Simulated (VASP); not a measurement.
Wanted: the native input for a VASP 6.6.1 run.

| Property | Result |
| --- | --- |
| Task | single point |
| Functional | LDA |
| Potentials or basis | VASP PAW LDA potentials, release 64 (Ru_pv) |
| Cutoff | 520 eV |
| k mesh | 15 × 15 × 4 |
| Occupations | fermi-dirac, width 0.1 eV |
| Spin | no spin polarisation |
| Dipole correction | no |
| Further INCAR settings | ALGO = Normal; EDIFF = 1e-07; NBANDS = 36 |

The structure of Ru lies in POSCAR:

```
Ru
1.0
    2.5528999685      0.0000000000      0.0000000000
   -1.2764499842      2.2108762260      0.0000000000
    0.0000000000      0.0000000000      8.1975536849
Ru
4
Direct
    0.0000000000      0.0000000000      1.0000000000
    0.0000000000      0.0000000000      0.5000000000
    0.3333333333      0.6666666667      0.2500000000
    0.6666666667      0.3333333333      0.7500000000
```

This cell differs from its parent crystal: volume scaled by 0.88.

These files were run (other wordings do the same):

INCAR

```
SYSTEM = Ru
PREC = Accurate
ENCUT = 520
EDIFF = 1E-7
ISMEAR = -1
SIGMA = 0.1
LREAL = .False.
LASPH = .True.
NELM = 60
ALGO = Normal
ISIF = 2
LWAVE = .False.
LCHARG = .False.
GGA = CA
NBANDS = 36
```

KPOINTS

```
regular mesh
0
Gamma
  15 15 4
  0 0 0
```

Potentials or basis: VASP PAW LDA potentials, release 64 (Ru_pv).

Launch:

```sh
$ cat potpaw_LDA.64/Ru_pv/POTCAR > POTCAR
$ mpirun -np 1 vasp_std > vasp.out
```

It gave:

```json
{"Pressure": "64.1 GPa", "Band gap on the k mesh": "zero (band 28 reaches 17.92 eV, above the bottom of band 29 at 14.24 eV)"}
```

Run time: 72 s on 1 thread of AMD EPYC 9R45 96-Core Processor (Zen 5), on a shared host, peak memory 0.18 GiB.
